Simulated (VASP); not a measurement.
# CdF2 (Fm-3m) in VASP: settings compared, part 2 of 3

VASP 6.6.1.

### 3 Single point, BLYP+D3(BJ)

This run uses another cell than the first one, of 13.53 Å³/atom.

INCAR reads:

```
SYSTEM = CdF2
PREC = Accurate
ENCUT = 520
EDIFF = 1E-6
ISMEAR = -1
SIGMA = 0.05
LREAL = .False.
LASPH = .True.
NELM = 80
ALGO = Normal
ISIF = 2
LWAVE = .False.
LCHARG = .True.
GGA = B5
ALDAX = 1.0
AGGAX = 1.0
AGGAC = 1.0
ALDAC = 0.0
IVDW = 12
VDW_S6 = 1.0
VDW_S8 = 2.6996
VDW_A1 = 0.4298
VDW_A2 = 4.2359
LELF = .True.
LVHAR = .True.
NBANDS = 20
```

KPOINTS reads:

```
Automatic mesh
0
Gamma
  9 9 9
  0 0 0
```

POSCAR reads:

```
CdF2
1.0
    0.0000000000      2.7279898160      2.7279898160
    2.7279898160      0.0000000000      2.7279898160
    2.7279898160      2.7279898160      0.0000000000
Cd F
1 2
Direct
    0.0000000000      0.0000000000      0.0000000000
    0.7500000000      0.7500000000      0.7500000000
    0.2500000000      0.2500000000      0.2500000000
```

Potentials or basis: VASP PAW PBE potentials, release 64 (Cd, F).

On the command line:

```sh
$ cat potpaw_PBE.64/Cd/POTCAR potpaw_PBE.64/F/POTCAR > POTCAR
$ mpirun -np 1 vasp_std > vasp.out
```

OUTCAR:

```text
SYSTEM = CdF2
   PREC = Accurate
   ENCUT = 520
   EDIFF = 1E-6
   ISMEAR = -1
   LREAL = .False.
   LASPH = .True.
   NELM = 80
   ISIF = 2
   GGA = B5
   IVDW = 12
 IVDW          = 12

 ion  position               nearest neighbor table
   1  0.000  0.000  0.000-   2 2.36   2 2.36   2 2.36   2 2.36   3 2.36   3 2.36   3 2.36   3 2.36

   2  0.750  0.750  0.750-   1 2.36   1 2.36   1 2.36   1 2.36
   3  0.250  0.250  0.250-   1 2.36   1 2.36   1 2.36   1 2.36

  LATTYP: Found a face centered cubic cell.
 ALAT       =     5.4559796320

  Lattice vectors:

 A1 = (   0.0000000000,   2.7279898160,   2.7279898160)
 A2 = (   2.7279898160,   0.0000000000,   2.7279898160)
 A3 = (   2.7279898160,   2.7279898160,   0.0000000000)

Analysis of symmetry for initial positions (statically):
=====================================================================
 Subroutine PRICEL returns:
 Original cell was already a primitive cell.

 Routine SETGRP: Setting up the symmetry group for a
 face centered cubic supercell.

 Subroutine GETGRP returns: Found 48 space group operations
 (whereof 48 operations were pure point group operations)
 out of a pool of 48 trial point group operations.

The static configuration has the point symmetry O_h .

Analysis of symmetry for dynamics (positions and initial velocities):
=====================================================================
 Subroutine PRICEL returns:
 Original cell was already a primitive cell.

 Routine SETGRP: Setting up the symmetry group for a
 face centered cubic supercell.

 Subroutine GETGRP returns: Found 48 space group operations
 (whereof 48 operations were pure point group operations)
 out of a pool of 48 trial point group operations.

The dynamic configuration has the point symmetry O_h .

 Subroutine INISYM returns: Found 48 space group operations
 (whereof 48 operations are pure point group operations),
 and found     1 'primitive' translations

----------------------------------------------------------------------------------------

                                     Primitive cell

  volume of cell :      40.6030

  direct lattice vectors                    reciprocal lattice vectors
     0.000000000  2.727989816  2.727989816    -0.183285142  0.183285142  0.183285142
     2.727989816  0.000000000  2.727989816     0.183285142 -0.183285142  0.183285142
     2.727989816  2.727989816  0.000000000     0.183285142  0.183285142 -0.183285142

  length of vectors
     3.857960196  3.857960196  3.857960196     0.317459178  0.317459178  0.317459178

  position of ions in fractional coordinates (direct lattice)
     0.000000000  0.000000000  0.000000000
     0.750000000  0.750000000  0.750000000
     0.250000000  0.250000000  0.250000000

  ion indices of the primitive-cell ions
   primitive index   ion index
                 1           1
                 2           2
                 3           3

----------------------------------------------------------------------------------------

 KPOINTS: Automatic mesh

Automatic generation of k-mesh.
 Grid dimensions read from file:
 generate k-points for:    9    9    9

 Generating k-lattice:

  Cartesian coordinates                     Fractional coordinates (reciprocal lattice)
    -0.020365016  0.020365016  0.020365016     0.111111111  0.000000000  0.000000000
     0.020365016 -0.020365016  0.020365016     0.000000000  0.111111111  0.000000000
     0.020365016  0.020365016 -0.020365016     0.000000000  0.000000000  0.111111111

  Length of vectors
     0.035273242  0.035273242  0.035273242

  Shift w.r.t. Gamma in fractional coordinates (k-lattice)
     0.000000000  0.000000000  0.000000000

 Subroutine IBZKPT returns following result:
 ===========================================

 Found     35 irreducible k-points:

 Following reciprocal coordinates:
            Coordinates               Weight
  0.000000  0.000000  0.000000      1.000000
  0.111111  0.000000  0.000000      8.000000
  0.222222  0.000000  0.000000      8.000000
  0.333333  0.000000  0.000000      8.000000
  0.444444  0.000000  0.000000      8.000000
  0.111111  0.111111  0.000000      6.000000
[... 16 lines left out ...]
 -0.333333  0.333333  0.000000     12.000000
  0.444444  0.444444  0.000000      6.000000
 [... further k-points ...]
   k-points           NKPTS =     35   k-points in BZ     NKDIM =     35   number of bands    NBANDS=     20
   number of dos      NEDOS =    301   number of ions     NIONS =      3
   total plane-waves  NPLWV =  27000
   dimension x,y,z NGX =    30 NGY =   30 NGZ =   30
   dimension x,y,z NGXF=    60 NGYF=   60 NGZF=   60
   ions per type =               1   2
   NGX,Y,Z   is equivalent  to a cutoff of  12.93, 12.93, 12.93 a.u.
   NGXF,Y,Z  is equivalent  to a cutoff of  25.86, 25.86, 25.86 a.u.
 SYSTEM =  CdF2
   PREC   = accura    normal or accurate (medium, high low for compatibility)
   ISTART =      0    job   : 0-new  1-cont  2-samecut
   ICHARG =      2    charge: 1-file 2-atom 10-const
   ISPIN  =      1    spin polarized calculation?
   LNONCOLLINEAR =      F non collinear calculations
   LSORBIT =      F    spin-orbit coupling
   LASPH  =      T    aspherical Exc in radial PAW
   ENCUT  =  520.0 eV  38.22 Ry    6.18 a.u.   7.17  7.17  7.17*2*pi/ulx,y,z
   NELM   =     80;   NELMIN=  2; NELMDL= -5     # of ELM steps
   EDIFF  = 0.1E-05   stopping-criterion for ELM
   LREAL  =      F    real-space projection
   EDIFFG = 0.1E-04   stopping-criterion for IOM
   NSW    =      0    number of steps for IOM
   IBRION =     -1    ionic relax: 0-MD 1-quasi-New 2-CG
   NFREE  =      0    steps in history (QN), initial steepest desc. (CG)
   ISIF   =      2    stress and relaxation
   ISYM   =      2    0-nonsym 1-usesym 2-fastsym
   POTIM  = 0.5000    time-step for ionic-motion
   TEBEG  =    0.0;   TEEND  =   0.0 temperature during run
   PSTRESS=    0.0 pullay stress
   NELECT =      26.0000    total number of electrons
   NUPDOWN=      -1.0000    fix difference up-down
   EMIN   =  10.00;   EMAX   =-10.00  energy-range for DOS
   EFERMI =   0.00;   METHOD = LEGACY
   ISMEAR =    -1;   SIGMA  =   0.05  broadening in eV -4-tet -1-fermi 0-gaus
   EFERMI_NEDOS =   21; number of points for ismear=-14 and -15
   IALGO  =     38    algorithm
   IMIX   =      4    mixing-type and parameters
     AMIX     =   0.40;   BMIX     =  1.00
     AMIX_MAG =   1.60;   BMIX_MAG =  1.00
  volume/ion in A,a.u.               =      13.53        91.33
  Fermi-wavevector in a.u.,A,eV,Ry     =   1.411063  2.666523 27.090560  1.991100
  Thomas-Fermi vector in A             =   2.532953
   LORBIT       =      0    0 simple, 1 ext, 2 COOP (PROOUT), +10 PAW based schemes
   GGA     = B5    functional components
   LHFCALC =     F    Hartree Fock is set to
   AEXX    =    0.0000 exact exchange contribution
   IVDW    =    12    specifies the selected vdW correction
   LEPSILON=     F    determine dielectric tensor
   LRPA    =     F    only Hartree local field effects (RPA)
 non-spin polarized calculation
  energy-cutoff  :      520.00
  volume of cell :       40.60
 maximum number of plane-waves:      1113
 NGX is ok and might be reduce to    30
   NGX = 15   NGY = 15   NGZ = 15

 number of electron      25.9999989 magnetization

 Free energy of the ion-electron system (eV)
  ---------------------------------------------------
  ext. energy  EPLUGINS =         0.00000000
  ---------------------------------------------------
  free energy    TOTEN  =       -10.34004920 eV

  energy without entropy =      -10.34004920  energy(sigma->0) =      -10.34004920

 E-fermi :  -0.2661     XC(G=0):  -9.9144

 val. band max:       -1.4000186481   @ k =  -0.3333   0.4444   0.2222
 cond. band min:       1.6275229840   @ k =   0.0000   0.0000   0.0000
 fundamental gap:      3.0275416321
 Fermi energy:        -0.2660878526

 k-point     1 :       0.0000    0.0000    0.0000
  band No.  band energies     occupation
      1     -21.8471      2.00000
      2     -20.8391      2.00000
      3      -6.8470      2.00000
      4      -6.8470      2.00000
      5      -6.8470      2.00000
      6      -5.7888      2.00000
[... 12 lines left out ...]
     19      18.4139      0.00000
[... 513 lines left out ...]
      4      -6.0502      2.00000
      5      -6.0502      2.00000
      6      -5.6892      2.00000
[... 12 lines left out ...]
     19      17.9574      0.00000
     20      19.9638      0.00000

 [... further k-points ...]

------------------------ aborting loop because EDIFF is reached ----------------------------------------

 Edisp (eV)   -1.03771

 E8    (eV) :    -0.7130

  FORCE on cell =-STRESS in cart. coord.  units (eV):
  Direction    XX          YY          ZZ          XY          YZ          ZX
  --------------------------------------------------------------------------------------
  -------------------------------------------------------------------------------------
  Total       0.17256     0.17256     0.17256     0.00000    -0.00000    -0.00000
  in kB       6.80905     6.80905     6.80905     0.00000    -0.00000    -0.00000
  external pressure =        6.81 kB  Pullay stress =        0.00 kB

 VOLUME and BASIS-vectors are now :
 -----------------------------------------------------------------------------
  energy-cutoff  :      520.00
  volume of cell :       40.60
      direct lattice vectors                 reciprocal lattice vectors
     0.000000000  2.727989816  2.727989816    -0.183285142  0.183285142  0.183285142
     2.727989816  0.000000000  2.727989816     0.183285142 -0.183285142  0.183285142
     2.727989816  2.727989816  0.000000000     0.183285142  0.183285142 -0.183285142

 POSITION                                       TOTAL-FORCE (eV/Angst)
 -----------------------------------------------------------------------------------
      0.00000      0.00000      0.00000         0.000000     -0.000000      0.000000
      4.09198      4.09198      4.09198        -0.000000      0.000000      0.000000
      1.36399      1.36399      1.36399         0.000000     -0.000000     -0.000000
 -----------------------------------------------------------------------------------
    total drift:                                0.000000     -0.000000      0.000000

  FREE ENERGIE OF THE ION-ELECTRON SYSTEM (eV)
  ---------------------------------------------------
  free  energy   TOTEN  =       -11.3777632989 eV

  energy  without entropy=      -11.3777632989  energy(sigma->0) =      -11.37776330
```

It took 27 s on 1 thread of Intel Xeon 6975P-C (Granite Rapids), shared host; peak memory 0.19 GiB.

Results:

- Free energy: -11.3778 eV
- Pressure: 0.7 GPa
- Band gap on the k mesh: 3.03 eV (least direct gap 3.52 eV)
- Dispersion energy per atom: -0.346 eV

Levels at points of the mesh, in eV from the valence-band top:
| k point | band 11 | band 12 | band 13 | band 14 | band 15 | band 16 |
| --- | --- | --- | --- | --- | --- | --- |
| (0.00, 0.00, 0.00) | -0.50 | -0.50 | -0.50 | 3.03 | 12.58 | 12.58 |

Caveat: the PAW data sets were made with another functional, which shifts forces and pressure a little; an odd mesh through Γ misses points on the zone boundary, where band edges can lie.

(Continued in part 3 of 3.)
